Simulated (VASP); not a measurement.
BiTe, 2 atoms in the cell. Symmetry: P-6m2, No. 187, hexagonal system. Conventional cell: a = 3.950 Å, b = 3.950 Å, c = 5.027 Å, α = 90.00°, β = 90.00°, γ = 120.00°. Within 4.5 Å of Bi (site symmetry -6m2) lie 6 Te at 3.39 Å and 6 Bi at 3.95 Å. Within 4.5 Å of Te (site symmetry -6m2) lie 6 Bi at 3.39 Å and 6 Te at 3.95 Å. The cell was built from a structure type or drawn by symmetry, and may not be a known phase.

| Quantity | Value |
| --- | --- |
| Program | VASP 6.6.1 |
| Task | relaxation of cell and atoms |
| Functional | PBE |
| Potentials or basis | VASP PAW PBE potentials, release 64 (Bi_d, Te) |
| Cutoff | 600 eV |
| k mesh | 6 × 6 × 4 |
| Occupations | gaussian, width 0.1 eV |
| Spin | no spin polarisation |
| Dipole correction | no |
| Further INCAR settings | ALGO = Normal; EDIFF = 1e-07; IBRION = 2; EDIFFG = -0.04; NSW = 90; ISIF = 3 |

Potentials or basis: VASP PAW PBE potentials, release 64 (Bi_d, Te).

Launch:

```bash
$ cat potpaw_PBE.64/Bi_d/POTCAR potpaw_PBE.64/Te/POTCAR > POTCAR
$ mpirun -np 1 vasp_std > vasp.out
```

Hardware: 1 thread of Intel(R) Xeon(R) Platinum 8488C (Sapphire Rapids), on a shared host.

How long does it take, and how much memory?

It took 2.7 min on 1 thread of Intel(R) Xeon(R) Platinum 8488C (Sapphire Rapids), with other jobs on the host, peak memory 0.22 GiB. Counts: scf iterations 96, k points 21, ion steps 11.
